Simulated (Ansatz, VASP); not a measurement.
One calculation of Ta, two programs

Contents of POSCAR:

```
Ta
1.0
    2.6112025576      0.0000000000      0.0000000000
    0.0000000000      2.6112025576      0.0000000000
    0.0000000000      0.0000000000      2.6112025576
Ta
1
Direct
    0.0000000000      0.0000000000      0.0000000000
```

The input INCAR.step1:

```
ALGO = Normal
EDIFF = 1E-4
ENCUT = 520
GGA = PE
ISMEAR = -1
LASPH = T
LCHARG = F
LREAL = F
LWAVE = T
NBANDS = 12
NELM = 60
PREC = Accurate
SIGMA = 0.1
```

INCAR.step2

```
ALGO = Normal
EDIFF = 1E-6
ENCUT = 520
ISIF = 2
ISMEAR = -1
ISTART = 1
LASPH = T
LCHARG = T
LELF = T
LMIXTAU = T
LREAL = F
LVHAR = T
LWAVE = F
METAGGA = R2SCAN
NBANDS = 12
NELM = 60
PREC = Accurate
SIGMA = 0.1
```

The input KPOINTS:

```
k-points
0
Gamma
  13 13 13
```

Input for Ansatz:

```yaml
crystal:
  lattice:
    - [2.6112025576, 0.0, 0.0]
    - [0.0, 2.6112025576, 0.0]
    - [0.0, 0.0, 2.6112025576]
  atoms:
    - { symbol: Ta, position: [0.0, 0.0, 0.0] }
hamiltonian:
  xc: r2scan
  pseudopotentials:
    kind: paw
    azcp:
      Ta: "pseudopotentials/Ta.paw.azcp"
basis:
  ecutwfc: 500
  fft_grid_basis: typed
kpoints:
  mp_grid: { grid: [13, 13, 13], shift: [0, 0, 0] }
magnetization:
  spin_polarized: false
scf:
  occupations: { method: fermi_dirac, width: 0.1 }
  lower_state_search: "off"
output:
  stress: true
```

Alike in both runs: task single point; functional r2SCAN; k mesh 13 × 13 × 13; occupations fermi-dirac, width 0.1 eV; no spin polarisation.

```csv
,VASP,Ansatz
version,VASP 6.6.1,Ansatz 0.2.0
potentials or method,"VASP PAW PBE potentials, release 64 (Ta_pv), cutoff 520 eV","plane waves (500 eV) with PAW, scalar-relativistic"
valence electrons in the cell,11,13
```

```csv
,VASP,Ansatz,Ansatz less VASP
pressure (GPa),25.3,24.2,-1.07
```

VASP's potentials were made for PBE, not for r2SCAN. The functional is the same, so the differences come from potentials, cutoffs and numerics. VASP's potentials hold 11 valence electrons a cell and Ansatz's 13, so a difference there can come from the potentials and not from the codes.

Spin-orbit coupling is off throughout.
